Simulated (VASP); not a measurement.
Set up this calculation in VASP 6.6.1, as the native input.

* Task: single point
* Functional: PBE
* Potentials or basis: VASP PAW PBE potentials, release 64 (Re_sv_GW, B)
* Cutoff: 500 eV
* k mesh: 4 × 4 × 6
* Occupations: gaussian, width 0.1 eV
* Spin: no spin polarisation
* Dipole correction: no
* Second run: valence_matched
* Further INCAR settings: ALGO = Normal; EDIFF = 1e-06; NBANDS = 42

The structure of Re2B lies in POSCAR:

```
Re2B
1.0
    4.7275823569      0.0000000000      0.0000000000
    0.0000000000      5.1532043349      0.0000000000
    0.0000000000      0.0000000000      3.0648182050
Re B
4 2
Direct
    0.2674177135      0.8591651892      0.5000000000
    0.7674177135      0.6408348108      0.0000000000
    0.7325822865      0.1408348108      0.5000000000
    0.2325822865      0.3591651892      0.0000000000
    0.5000000000      0.5000000000      0.5000000000
    0.0000000000      0.0000000000      0.0000000000
```

The input as run:

INCAR

```
ALGO = Normal
EDIFF = 1E-6
ENCUT = 500
GGA = PE
GGA_COMPAT = F
ISIF = 2
ISMEAR = 0
LASPH = T
LCHARG = F
LREAL = F
LWAVE = F
NBANDS = 42
NELM = 120
PREC = Accurate
SIGMA = 0.1
```

KPOINTS

```
k-points
0
Gamma
  4 4 6
```

Potentials or basis: VASP PAW PBE potentials, release 64 (Re_sv_GW, B).

Run with:

```bash
$ cat potpaw_PBE.64/Re_sv_GW/POTCAR potpaw_PBE.64/B/POTCAR > POTCAR
$ mpirun -np 1 vasp_std > vasp.out
```

Results of the run:

```
Pressure               : -1.7 GPa
Largest force          : 0.010 eV/Å
Band gap on the k mesh : zero (band 33 reaches 13.46 eV, above the bottom of band 34 at 11.10 eV)
```

Caveat: spin-orbit coupling is left out, which moves the levels of the heavy elements.

Run time: 63 s on 1 thread of AMD EPYC 9R45 96-Core Processor (Zen 5) (shared host), peak memory 0.2 GiB.
